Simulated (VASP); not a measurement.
Here is a VASP 6.6.1 calculation.

Contents of INCAR:

```
SYSTEM = Si
PREC = Accurate
ENCUT = 600
EDIFF = 1E-7
ISMEAR = 0
SIGMA = 0.1
LREAL = .FALSE.
LASPH = .TRUE.
NELM = 100
ALGO = Normal
ISIF = 3
LWAVE = .FALSE.
LCHARG = .FALSE.
GGA = PE
IBRION = 2
NSW = 100
EDIFFG = -0.01
```

Contents of KPOINTS:

```
Automatic mesh
0
G
  6 6 8
  0 0 0
```

Contents of POSCAR:

```
Si
1.0
    6.8802339159      0.0000000000      0.0000000000
    0.0000000000      6.8802339159      0.0000000000
    0.0000000000      0.0000000000      5.2961334396
Si
8
Direct
    0.5000000000      0.0000000000      0.7906185966
    0.0000000000      0.5000000000      0.7906185966
    0.2465101746      0.0000000000      0.5000000000
    0.7534898254      0.0000000000      0.5000000000
    0.0000000000      0.2465101746      0.5000000000
    0.0000000000      0.7534898254      0.5000000000
    0.5000000000      0.0000000000      0.2093814034
    0.0000000000      0.5000000000      0.2093814034
```

Potentials or basis: VASP PAW PBE potentials, release 64 (Si).

Command:

```sh
$ cat potpaw_PBE.64/Si/POTCAR > POTCAR
$ mpirun -np 1 vasp_std > vasp.out
```

(1) Predict the relaxed volume.

(2) What does it give for the band gap on the k mesh?

(3) Estimate the relaxed cell.

(4) Estimate the space group after relaxing (to 0.05 Å).

Answers

(1) 31.44 Å³/atom.

(2) zero (band 16 reaches 2.23 eV, above the bottom of band 17 at 1.51 eV).

(3) a = 6.894 Å, b = 6.894 Å, c = 5.291 Å, α = 90.00°, β = 90.00°, γ = 90.00°.

(4) P4/mmm (No. 123).
